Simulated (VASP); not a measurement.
HfMoC2: single point with PBE

The system is HfMoC2.

```
Hf Mo C
1.0
     3.14829    0.00000    0.00000
     0.00000    3.14829    0.00000
     0.00000    0.00000    4.42455
Hf Mo C
1 1 2
Direct
  0.00000 0.00000 0.00000
  0.50000 0.50000 0.50000
  0.50000 0.50000 0.00000
  0.00000 0.00000 0.50000
```

```
Program             : VASP 6.6.1
Task                : single point
Functional          : PBE
Potentials or basis : VASP PAW PBE potentials, release 64 (Hf_pv, Mo_sv, C)
Cutoff              : 520 eV
k mesh              : 8 × 8 × 6
Occupations         : fermi-dirac, width 0.05 eV
Spin                : no spin polarisation
```

```yaml
Pressure: 10.9 GPa
Band_gap_on_the_k_mesh: zero (bands 16 and 17 overlap by 2.71 eV)
```

Stress tensor (GPa, compression positive):
```
12.37  0.00  0.00
 0.00 12.37  0.00
 0.00  0.00  7.90
```

Levels at points of the mesh, in eV from the Fermi level:
```tsv
k point	band 13	band 14	band 15	band 16	band 17	band 18	band 19	band 20
(0.00, 0.00, 0.00)	-1.42	-1.24	-1.24	-0.43	-0.39	0.04	0.07	0.07
(0.50, 0.00, 0.00)	-4.40	-3.92	-3.86	-0.42	1.06	2.32	3.38	3.38
(0.50, 0.50, 0.00)	-3.91	-1.30	-1.05	-1.05	-0.94	1.19	1.53	2.68
(0.00, 0.00, 0.50)	-2.27	-2.27	-1.81	-1.81	-1.53	-0.27	2.20	2.20
(0.50, 0.00, 0.50)	-5.38	-4.55	-4.45	1.12	1.16	1.90	4.76	5.58
(0.50, 0.50, 0.50)	-4.35	-4.30	-4.30	1.19	1.19	1.54	3.18	3.18
```

It took 44 s on 1 thread of Intel(R) Xeon(R) Platinum 8259CL CPU @ 2.50GHz (Skylake/Cascade Lake), on a shared host, peak memory 0.2 GiB.

Caveat: the cell stands under pressure; spin-orbit coupling is left out, which moves the levels of the heavy elements.
